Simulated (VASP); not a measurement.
## SnO2: single point with PBE

SnO2:

```
CELL_PARAMETERS angstrom
4.88783 0.00000 0.00000
0.00000 4.88783 0.00000
0.00000 0.00000 3.25327
ATOMIC_POSITIONS crystal
Sn 0.00000 0.00000 0.00000
Sn 0.50000 0.50000 0.50000
O 0.30734 0.30734 0.00000
O 0.19266 0.80734 0.50000
O 0.69266 0.69266 0.00000
O 0.80734 0.19266 0.50000
```

```
Program             : VASP 6.6.1
Task                : single point
Functional          : PBE
Potentials or basis : VASP PAW PBE potentials, release 64 (Sn_d, O)
Cutoff              : 520 eV
k mesh              : 6 × 6 × 8
Occupations         : gaussian, width 0.02 eV
Spin                : no spin polarisation
```

```yaml
Pressure: -4.0 GPa
Largest_force: 0.018 eV/Å
Band_gap_on_the_k_mesh: 0.41 eV
```

Forces on the atoms (eV/Å):
```
Sn   0.000  0.000  0.000
Sn   0.000  0.000  0.000
O   -0.013 -0.013  0.000
O    0.013 -0.013  0.000
O    0.013  0.013  0.000
O   -0.013  0.013  0.000
```

Stress tensor (GPa, compression positive):
```
-4.08  0.00  0.00
 0.00 -4.08  0.00
 0.00  0.00 -3.86
```

Levels at points of the mesh, in eV from the valence-band top:
```csv
k point,band 22,band 23,band 24,band 25,band 26,band 27,band 28,band 29,band 30,band 31
"(0.00, 0.00, 0.00)",-1.25,-1.25,-0.72,-0.72,0.00,0.41,5.45,5.96,5.96,9.99
"(0.50, 0.00, 0.00)",-1.84,-1.20,-1.20,-0.60,-0.60,3.60,3.60,6.68,6.68,10.03
"(0.50, 0.50, 0.00)",-1.79,-1.31,-1.31,-0.84,-0.84,3.98,3.98,6.97,6.97,10.13
"(0.00, 0.00, 0.50)",-2.52,-1.45,-1.45,-1.14,-1.14,5.29,5.29,9.14,9.14,10.06
"(0.50, 0.00, 0.50)",-1.62,-0.98,-0.98,-0.78,-0.78,5.53,5.53,7.33,7.33,10.39
"(0.50, 0.50, 0.50)",-2.47,-0.90,-0.90,-0.76,-0.76,4.11,4.11,8.42,8.42,10.33
```

Run time: 110 s on 1 thread of Intel Xeon 8259CL, with other jobs on the host, peak memory 0.25 GiB.

Caveat: the cell stands under tension; semilocal functionals underestimate gaps, and a narrow one can read as zero; spin-orbit coupling is left out, which moves the levels of the heavy elements.
